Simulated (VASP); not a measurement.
A run of VASP 6.6.1:

The input INCAR:

```
SYSTEM = Hg
PREC = Accurate
ENCUT = 520
EDIFF = 1E-7
ISMEAR = -1
SIGMA = 0.1
LREAL = .False.
LASPH = .True.
NELM = 60
ALGO = Normal
ISIF = 2
LWAVE = .False.
LCHARG = .False.
NBANDS = 32
```

KPOINTS

```
Automatic mesh
0
Gamma
  5 2 5
  0 0 0
```

POSCAR

```
Hg
1.0
   -3.0727780000      0.0000000000      2.0245620000
    0.0000000000     -8.2786070000      0.0000000000
    3.0727780000      0.0000000000      2.0245620000
Hg
4
Direct
    0.1493000000      0.8844000000      0.1493000000
    0.6493000000      0.6156000000      0.6493000000
    0.8507000000      0.1156000000      0.8507000000
    0.3507000000      0.3844000000      0.3507000000
```

Potentials or basis: VASP PAW LDA potentials, release 64 (Hg).

Run with:

```bash
$ cat potpaw_LDA.64/Hg/POTCAR > POTCAR
$ mpirun -np 1 vasp_std > vasp.out
```

Hardware: 1 thread of Intel(R) Xeon(R) Platinum 8375C CPU @ 2.90GHz (Ice Lake) (shared host).

Q: Estimate the wall time of this run.

A: Wall time 35 s on 1 thread of Intel(R) Xeon(R) Platinum 8375C CPU @ 2.90GHz (Ice Lake) (shared host), peak memory 0.19 GiB. Counts: scf iterations 13, k points 18.
